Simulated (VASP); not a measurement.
# Pd (P6_3/mmc) in VASP: notebook

The runs below take Pd through single point, relaxation of cell and atoms, with PBE, LDA, PBEsol.

All numbers are computed with VASP 6.6.1; they aren't measurements. Logs are shortened: lines on timing, memory, paths and dates and some standing lists are left out, and cuts for length are marked.

**1. The cell of the first run**

Symmetry: P6_3/mmc, No. 194, hexagonal system. The conventional cell has a = 2.784 Å, b = 2.784 Å, c = 4.629 Å, α = 90.00°, β = 90.00°, γ = 120.00°. Within 3.7 Å of Pd (site symmetry -6m2) lie 12 Pd at 2.78 to 2.82 Å.

This isn't the form of Pd at room conditions, which is fcc.

**2. Single point, PBE, non-collinear spin, zero start, spin-orbit coupling**

The input, INCAR:

```
ALGO     = Fast           # electronic algorithm
EDIFF    = 1E-6           # SCF threshold, eV
ENCUT    = 520            # plane-wave cutoff, eV
GGA      = PE             # functional
GGA_COMPAT= False        
ISIF     = 2              # what is computed and relaxed
ISMEAR   = -1             # smearing method
LASPH    = True           # aspherical terms in the spheres
LCHARG   = False          # write CHGCAR
LMAXMIX  = 4              # l up to which the mixer works
LORBIT   = 11             # projections on sites
LORBMOM  = True         
LREAL    = False          # projectors in reciprocal space
LSORBIT  = True           # spin-orbit coupling
LWAVE    = False          # write WAVECAR
MAGMOM   = 0 0 0 0 0 0    # initial moments
NBANDS   = 32             # bands
NELM     = 150            # most SCF steps
PREC     = Accurate       # precision mode
SIGMA    = 0.05           # smearing width, eV
```

The input, KPOINTS:

```
k-points
0
Gamma
  8 8 5
```

The input, POSCAR:

```
Pd
1.0
    2.7836650458      0.0000000000      0.0000000000
   -1.3918325229      2.4107246453      0.0000000000
    0.0000000000      0.0000000000      4.6288930000
Pd
2
Direct
    0.3333333333      0.6666666667      0.2500000000
    0.6666666667      0.3333333333      0.7500000000
```

Potentials or basis: VASP PAW PBE potentials, release 64 (Pd).

Started as:

```
> cat potpaw_PBE.64/Pd/POTCAR > POTCAR
> mpirun -np 1 vasp_ncl > vasp.out
```

OUTCAR:

```text
EDIFF = 1E-6
   ENCUT = 520
   GGA = PE
   ISIF = 2
   ISMEAR = -1
   LASPH = True
   LORBIT = 11
   LREAL = False
   LSORBIT = True
   NELM = 150
   PREC = Accurate

 ion  position               nearest neighbor table
   1  0.333  0.667  0.250-   2 2.82   2 2.82   2 2.82   2 2.82   2 2.82   2 2.82
   2  0.667  0.333  0.750-   1 2.82   1 2.82   1 2.82   1 2.82   1 2.82   1 2.82

  LATTYP: Found a hexagonal cell.
 ALAT       =     2.7836650458
 C/A-ratio  =     1.6628771507

  Lattice vectors:

 A1 = (   2.7836650458,   0.0000000000,   0.0000000000)
 A2 = (  -1.3918325229,   2.4107246453,   0.0000000000)
 A3 = (   0.0000000000,   0.0000000000,   4.6288930000)

Analysis of symmetry for initial positions (statically):
=====================================================================
 Subroutine PRICEL returns:
 Original cell was already a primitive cell.

 Routine SETGRP: Setting up the symmetry group for a
 hexagonal supercell.

 Subroutine GETGRP returns: Found 24 space group operations
 (whereof 12 operations were pure point group operations)
 out of a pool of 24 trial point group operations.

The static configuration has the point symmetry D_3d.
 The point group associated with its full space group is D_6h.

Analysis of symmetry for dynamics (positions and initial velocities):
=====================================================================
 Subroutine PRICEL returns:
 Original cell was already a primitive cell.

 Routine SETGRP: Setting up the symmetry group for a
 hexagonal supercell.

 Subroutine GETGRP returns: Found 24 space group operations
 (whereof 12 operations were pure point group operations)
 out of a pool of 24 trial point group operations.

The dynamic configuration has the point symmetry D_3d.
 The point group associated with its full space group is D_6h.

Analysis of structural, dynamic, and magnetic symmetry:
=====================================================================
 Subroutine PRICEL returns:
 Original cell was already a primitive cell.

 Routine SETGRP: Setting up the symmetry group for a
 hexagonal supercell.

 Subroutine GETGRP returns: Found 24 space group operations
 (whereof 12 operations were pure point group operations)
 out of a pool of 24 trial point group operations.

The overall configuration has the point symmetry D_3d.
 The point group associated with its full space group is D_6h.

 Subroutine INISYM returns: Found 24 space group operations
 (whereof 12 operations are pure point group operations),
 and found     1 'primitive' translations

----------------------------------------------------------------------------------------

                                     Primitive cell

  volume of cell :      31.0629

  direct lattice vectors                    reciprocal lattice vectors
     2.783665046  0.000000000  0.000000000     0.359238624  0.207406516  0.000000000
    -1.391832523  2.410724645  0.000000000     0.000000000  0.414813032  0.000000000
     0.000000000  0.000000000  4.628893000     0.000000000  0.000000000  0.216034374

  length of vectors
     2.783665046  2.783665046  4.628893000     0.414813032  0.414813032  0.216034374

  position of ions in fractional coordinates (direct lattice)
     0.333333333  0.666666667  0.250000000
     0.666666667  0.333333333  0.750000000

  ion indices of the primitive-cell ions
   primitive index   ion index
                 1           1
                 2           2

----------------------------------------------------------------------------------------

 KPOINTS: k-points

Automatic generation of k-mesh.
 Grid dimensions read from file:
 generate k-points for:    8    8    5

 Generating k-lattice:

  Cartesian coordinates                     Fractional coordinates (reciprocal lattice)
     0.044904828  0.025925815  0.000000000     0.125000000  0.000000000  0.000000000
     0.000000000  0.051851629  0.000000000     0.000000000  0.125000000  0.000000000
     0.000000000  0.000000000  0.043206875     0.000000000  0.000000000  0.200000000
[... 102 lines left out ...]

 Free energy of the ion-electron system (eV)
  ---------------------------------------------------
  ext. energy  EPLUGINS =         0.00000000
  ---------------------------------------------------
  free energy    TOTEN  =       -10.46822466 eV

  energy without entropy =      -10.43500551  energy(sigma->0) =      -10.45161508

 E-fermi :   8.9878     XC(G=0): -12.8624

 val. band max:        8.9788048333   @ k =   0.3750   0.0000   0.0000
 cond. band min:       9.0011360428   @ k =   0.5000   0.0000   0.2000
 fundamental gap:      0.0223312095
 Fermi energy:         8.9877754434

 k-point     1 :       0.0000    0.0000    0.0000
  band No.  band energies     occupation
      1       2.1889      1.00000
      2       2.1889      1.00000
      3       4.0159      1.00000
      4       4.0159      1.00000
      5       6.1943      1.00000
      6       6.1943      1.00000
[... 829 lines left out ...]
     31      25.2186      0.00000
     32      25.2291      0.00000

 [... further k-points ...]

------------------------ aborting loop because EDIFF is reached ----------------------------------------

  FORCE on cell =-STRESS in cart. coord.  units (eV):
  Direction    XX          YY          ZZ          XY          YZ          ZX
  --------------------------------------------------------------------------------------
  -------------------------------------------------------------------------------------
  Total       -0.3495566     -0.3495566     -0.1552718     -0.0000000      0.0000000      0.0000000
  in kB      -18.0296096    -18.0296096     -8.0086868     -0.0000000      0.0000000      0.0000000
  external PRESSURE =     -14.6893020 kB  Pullay stress =       0.0000000 kB

 VOLUME and BASIS-vectors are now :
 -----------------------------------------------------------------------------
  energy-cutoff  :      520.00
  volume of cell :       31.06
      direct lattice vectors                 reciprocal lattice vectors
     2.783665046  0.000000000  0.000000000     0.359238624  0.207406516  0.000000000
    -1.391832523  2.410724645  0.000000000     0.000000000  0.414813032  0.000000000
     0.000000000  0.000000000  4.628893000     0.000000000  0.000000000  0.216034374

 POSITION                                       TOTAL-FORCE (eV/Angst)
 -----------------------------------------------------------------------------------
     -0.00000      1.60715      1.15722        -0.000000     -0.000000     -0.000000
      1.39183      0.80357      3.47167         0.000000      0.000000      0.000000
 -----------------------------------------------------------------------------------
    total drift:                               -0.000000      0.000000     -0.000000

  FREE ENERGIE OF THE ION-ELECTRON SYSTEM (eV)
  ---------------------------------------------------
  free  energy   TOTEN  =       -10.4682246578 eV

  energy  without entropy=      -10.4350055053  energy(sigma->0) =      -10.45161508

 orbital moment (x)

 # of ion     p       d       tot
 ----------------------------------------
  1         0.000   0.000   0.000
  2         0.000   0.000   0.000
 ----------------------------------------
            0.000   0.000   0.000

 orbital moment (y)

 # of ion     p       d       tot
 ----------------------------------------
  1         0.000   0.000   0.000
  2        -0.000   0.000   0.000
 ----------------------------------------
           -0.000   0.000   0.000

 orbital moment (z)

 # of ion     p       d       tot
 ----------------------------------------
  1         0.000   0.000   0.000
  2         0.000   0.000   0.000
 ----------------------------------------
            0.000   0.000   0.000

 Spin-Orbit-Coupling matrix elements

 Ion:    1  E_soc:     -0.0906529
 l=   1
     0.0000000    -0.0023304    -0.0024523
    -0.0023304     0.0000000    -0.0023304
    -0.0024523    -0.0023304     0.0000000
 l=   2
     0.0000000    -0.0025378     0.0000000    -0.0025378    -0.0108636
    -0.0025378     0.0000000    -0.0075122    -0.0021740    -0.0025378
     0.0000000    -0.0075122     0.0000000    -0.0075122     0.0000000
    -0.0025378    -0.0021740    -0.0075122     0.0000000    -0.0025378
    -0.0108636    -0.0025378     0.0000000    -0.0025378     0.0000000
 l=   3
     0.0000000     0.0000000     0.0000000     0.0000000     0.0000000     0.0000000     0.0000000
     0.0000000     0.0000000     0.0000000     0.0000000     0.0000000     0.0000000     0.0000000
     0.0000000     0.0000000     0.0000000     0.0000000     0.0000000     0.0000000     0.0000000
     0.0000000     0.0000000     0.0000000     0.0000000     0.0000000     0.0000000     0.0000000
     0.0000000     0.0000000     0.0000000     0.0000000     0.0000000     0.0000000     0.0000000
     0.0000000     0.0000000     0.0000000     0.0000000     0.0000000     0.0000000     0.0000000
     0.0000000     0.0000000     0.0000000     0.0000000     0.0000000     0.0000000     0.0000000

 Ion:    2  E_soc:     -0.0906529
 l=   1
     0.0000000    -0.0023304    -0.0024523
    -0.0023304     0.0000000    -0.0023304
    -0.0024523    -0.0023304     0.0000000
 l=   2
     0.0000000    -0.0025378     0.0000000    -0.0025378    -0.0108636
    -0.0025378     0.0000000    -0.0075122    -0.0021740    -0.0025378
     0.0000000    -0.0075122     0.0000000    -0.0075122     0.0000000
    -0.0025378    -0.0021740    -0.0075122     0.0000000    -0.0025378
    -0.0108636    -0.0025378     0.0000000    -0.0025378     0.0000000
 l=   3
     0.0000000     0.0000000     0.0000000     0.0000000     0.0000000     0.0000000     0.0000000
     0.0000000     0.0000000     0.0000000     0.0000000     0.0000000     0.0000000     0.0000000
     0.0000000     0.0000000     0.0000000     0.0000000     0.0000000     0.0000000     0.0000000
     0.0000000     0.0000000     0.0000000     0.0000000     0.0000000     0.0000000     0.0000000
     0.0000000     0.0000000     0.0000000     0.0000000     0.0000000     0.0000000     0.0000000
     0.0000000     0.0000000     0.0000000     0.0000000     0.0000000     0.0000000     0.0000000
     0.0000000     0.0000000     0.0000000     0.0000000     0.0000000     0.0000000     0.0000000

 total charge

# of ion       s       p       d       tot
------------------------------------------
    1        0.460   0.425   8.456   9.342
    2        0.460   0.425   8.456   9.342
--------------------------------------------------
tot          0.921   0.850  16.913  18.683

 magnetization (x)

# of ion       s       p       d       tot
------------------------------------------
    1       -0.000   0.000   0.000  -0.000
    2       -0.000   0.000   0.000  -0.000
--------------------------------------------------
tot         -0.000   0.000   0.000  -0.000

 magnetization (y)

# of ion       s       p       d       tot
------------------------------------------
    1        0.000   0.000   0.000   0.000
    2        0.000   0.000  -0.000  -0.000
--------------------------------------------------
tot          0.000   0.000   0.000   0.000

 magnetization (z)

# of ion       s       p       d       tot
------------------------------------------
    1        0.000   0.000   0.000   0.000
    2        0.000   0.000   0.000   0.000
--------------------------------------------------
tot          0.000   0.000   0.000   0.000
```

Wall time 2.1 min (1 thread of AMD EPYC 7R13, shared host); peak memory 0.22 GiB.

What came out:

| Quantity | Value |
| --- | --- |
| Free energy | -10.4682 eV |
| Pressure | -1.5 GPa |
| Net moment | 0.00 μB per cell |
| Valence electrons inside the program's atomic spheres | Pd 9.34 |

Moments on the atoms (μB; x, y, z):
```
Pd  0.00 0.00 0.00
Pd  0.00 0.00 0.00
```

**3. Single point, LDA**

This run uses another cell than the first one, of 14.21 Å³/atom.

The input, INCAR:

```
SYSTEM = Pd
PREC     = Accurate       ! precision mode
ENCUT    = 520            ! plane-wave cutoff, eV
EDIFF    = 1E-7           ! SCF threshold, eV
ISMEAR   = -1             ! smearing method
SIGMA    = 0.05           ! smearing width, eV
LREAL    = .FALSE.        ! projectors in reciprocal space
LASPH    = .TRUE.         ! aspherical terms in the spheres
NELM     = 100            ! most SCF steps
ALGO     = Normal         ! electronic algorithm
ISIF     = 2              ! what is computed and relaxed
LWAVE    = .FALSE.        ! write WAVECAR
LCHARG   = .FALSE.        ! write CHGCAR
NBANDS   = 17             ! bands
```

The input, KPOINTS:

```
regular mesh
0
G
  11 11 6
  0 0 0
```

The input, POSCAR:

```
Pd
1.0
    2.6996838230      0.0000000000      0.0000000000
   -1.3498419115      2.3379947729      0.0000000000
    0.0000000000      0.0000000000      4.5039229564
Pd
2
Direct
    0.3333333333      0.6666666667      0.2500000000
    0.6666666667      0.3333333333      0.7500000000
```

Potentials or basis: VASP PAW LDA potentials, release 64 (Pd).

Started as:

```
> cat potpaw_LDA.64/Pd/POTCAR > POTCAR
> mpirun -np 1 vasp_std > vasp.out
```

It took 23 s on 1 thread of Intel Xeon 8259CL, shared host; peak memory 0.14 GiB.

The run converged. Its results:

```
Free energy            : -12.9200 eV
Pressure               : 0.3 GPa
Band gap on the k mesh : zero (bands 10 and 11 overlap by 0.92 eV)
```

Stress tensor (GPa, compression positive):
```
0.33 0.00 0.00
0.00 0.33 0.00
0.00 0.00 0.21
```

Levels at points of the mesh, in eV from the Fermi level:
| k point | band 7 | band 8 | band 9 | band 10 | band 11 | band 12 | band 13 | band 14 |
| --- | --- | --- | --- | --- | --- | --- | --- | --- |
| (0.00, 0.00, 0.00) | -2.58 | -1.80 | -1.80 | -0.26 | -0.26 | 0.66 | 7.20 | 17.15 |
| (0.00, 0.00, 0.50) | -3.00 | -3.00 | -0.76 | -0.76 | -0.76 | -0.76 | 14.30 | 14.30 |

**4. Single point, PBEsol**

This run uses another cell than the first one, of 14.62 Å³/atom.

The input, INCAR:

```
PREC = Accurate
ENCUT = 520
EDIFF = 1E-7
ISMEAR = -1
SIGMA = 0.05
LREAL = F
LASPH = T
NELM = 60
ALGO = Normal
ISIF = 2
LWAVE = F
LCHARG = F
GGA = PS
NBANDS = 17
```

The input, KPOINTS:

```
regular mesh
0
Gamma
  11 11 6
```

The input, POSCAR:

```
Pd
1.0
    2.7255215694      0.0000000000      0.0000000000
   -1.3627607847      2.3603709177      0.0000000000
    0.0000000000      0.0000000000      4.5448301238
Pd
2
Direct
    0.3333333333      0.6666666667      0.2500000000
    0.6666666667      0.3333333333      0.7500000000
```

Potentials or basis: VASP PAW PBE potentials, release 64 (Pd).

Started as:

```
> cat potpaw_PBE.64/Pd/POTCAR > POTCAR
> mpirun -np 1 vasp_std > vasp.out
```

Run time: 27 s. Hardware: 1 thread of Intel Xeon 8259CL, shared host; peak memory 0.16 GiB.

It converged, with:

```yaml
Free_energy: -11.8568 eV
Pressure: -0.3 GPa
Band_gap_on_the_k_mesh: zero (bands 10 and 11 overlap by 0.88 eV)
```

Stress tensor (GPa, compression positive):
```
-0.28  0.00  0.00
 0.00 -0.28  0.00
 0.00  0.00 -0.36
```

Levels at points of the mesh, in eV from the Fermi level:
| k point | band 8 | band 9 | band 10 | band 11 | band 12 | band 13 |
| --- | --- | --- | --- | --- | --- | --- |
| (0.00, 0.00, 0.00) | -1.71 | -1.71 | -0.25 | -0.25 | 0.71 | 7.00 |
| (0.00, 0.00, 0.50) | -2.86 | -0.72 | -0.72 | -0.72 | -0.72 | 14.07 |

Caveat: the PAW data sets were made with another functional, which shifts forces and pressure a little.

**5. Relaxation of cell and atoms, LDA**

The input, INCAR:

```
SYSTEM = Pd
  PREC = Accurate
  ENCUT = 600
  EDIFF = 1E-7
  ISMEAR = -1
  SIGMA = 0.05
  LREAL = .FALSE.
  LASPH = .TRUE.
  NELM = 80
  ALGO = Normal
  ISIF = 3
  LWAVE = .FALSE.
  LCHARG = .FALSE.
  IBRION = 2
  NSW = 60
  EDIFFG = -0.01
```

The input, KPOINTS:

```
regular mesh
0
G
  11 11 6
  0 0 0
```

The input, POSCAR:

```
Pd
1.0
    2.7836650458      0.0000000000      0.0000000000
   -1.3918325229      2.4107246453      0.0000000000
    0.0000000000      0.0000000000      4.6288930000
Pd
2
Direct
    0.3333333333      0.6666666667      0.2500000000
    0.6666666667      0.3333333333      0.7500000000
```

Potentials or basis: VASP PAW LDA potentials, release 64 (Pd).

Started as:

```
> cat potpaw_LDA.64/Pd/POTCAR > POTCAR
> mpirun -np 1 vasp_std > vasp.out
```

Run time: 3.2 min. Hardware: 1 thread of Intel Xeon 8259CL, shared host; peak memory 0.17 GiB.

Results (log left out):

```
Free energy                           : -12.9213 eV
Relaxed volume                        : 14.24 Å³/atom
Relaxed cell                          : a = 2.703 Å, b = 2.703 Å, c = 4.501 Å, α = 90.00°, β = 90.00°, γ = 120.00°
Space group after relaxing (to 0.1 Å) : P6_3/mmc (No. 194)
Energy gained by relaxing             : 68.9 meV/atom
Ionic steps                           : 7
Pressure after relaxing               : 0.0 GPa
Band gap on the k mesh                : zero (bands 10 and 11 overlap by 0.92 eV)
```

Stress tensor (GPa, compression positive):
```
-0.09  0.00  0.00
 0.00 -0.09  0.00
 0.00  0.00  0.08
```

Step by step:
| step | energy change (eV) | largest force (eV/Å) | pressure (GPa) | volume (Å³) |
| --- | --- | --- | --- | --- |
| 1 | 0.0000 | 0.0000 | -15.46 | 31.06 |
| 2 | 0.3049 | 0.0000 | 44.71 | 24.80 |
| 3 | -0.1376 | 0.0000 | -0.76 | 28.56 |
| 4 | -0.1378 | 0.0000 | -0.17 | 28.49 |
| 5 | -0.1378 | 0.0000 | 0.23 | 28.44 |
| 6 | -0.1378 | 0.0000 | -0.33 | 28.51 |
| 7 | -0.1378 | 0.0000 | -0.03 | 28.47 |

Final structure:
```
CELL_PARAMETERS angstrom
2.70259 0.00000 0.00000
-1.35129 2.34051 0.00000
0.00000 0.00000 4.50089
ATOMIC_POSITIONS crystal
Pd 0.33333 0.66667 0.25000
Pd 0.66667 0.33333 0.75000
```

Levels at points of the mesh, in eV from the Fermi level:
| k point | band 7 | band 8 | band 9 | band 10 | band 11 | band 12 | band 13 | band 14 |
| --- | --- | --- | --- | --- | --- | --- | --- | --- |
| (0.00, 0.00, 0.00) | -2.57 | -1.80 | -1.80 | -0.26 | -0.26 | 0.68 | 7.21 | 17.14 |
| (0.00, 0.00, 0.50) | -3.00 | -3.00 | -0.76 | -0.76 | -0.76 | -0.76 | 14.32 | 14.32 |

**6. The runs side by side**

| task | level | potentials or basis | spin | cell | k mesh | cutoff (eV) | gap on the mesh (eV) | pressure (GPa) |
| --- | --- | --- | --- | --- | --- | --- | --- | --- |
| single point | PBE | VASP PAW PBE potentials, release 64 (Pd) | non-collinear, zero start, SOC | a = 2.784, b = 2.784, c = 4.629 Å, angles 90.0, 90.0, 120.0°, 2 atoms | 8 × 8 × 5 | 520 | - | -1.5 |
| single point | LDA | VASP PAW LDA potentials, release 64 (Pd) | off | a = 2.700, b = 2.700, c = 4.504 Å, angles 90.0, 90.0, 120.0°, 2 atoms | 11 × 11 × 6 | 520 | none | 0.3 |
| single point | PBEsol | VASP PAW PBE potentials, release 64 (Pd) | off | a = 2.726, b = 2.726, c = 4.545 Å, angles 90.0, 90.0, 120.0°, 2 atoms | 11 × 11 × 6 | 520 | none | -0.3 |
| relaxation of cell and atoms | LDA | VASP PAW LDA potentials, release 64 (Pd) | off | relaxed from a = 2.784, b = 2.784, c = 4.629 Å, angles 90.0, 90.0, 120.0°, 2 atoms | 11 × 11 × 6 | 600 | none | 0.0 |

Alike in all rows: smearing fermi-dirac 0.05 eV.

Caveats: the PAW data sets were made with another functional, which shifts forces and pressure a little (at least some runs).

Absolute energies hang on the potentials; compare differences alone.
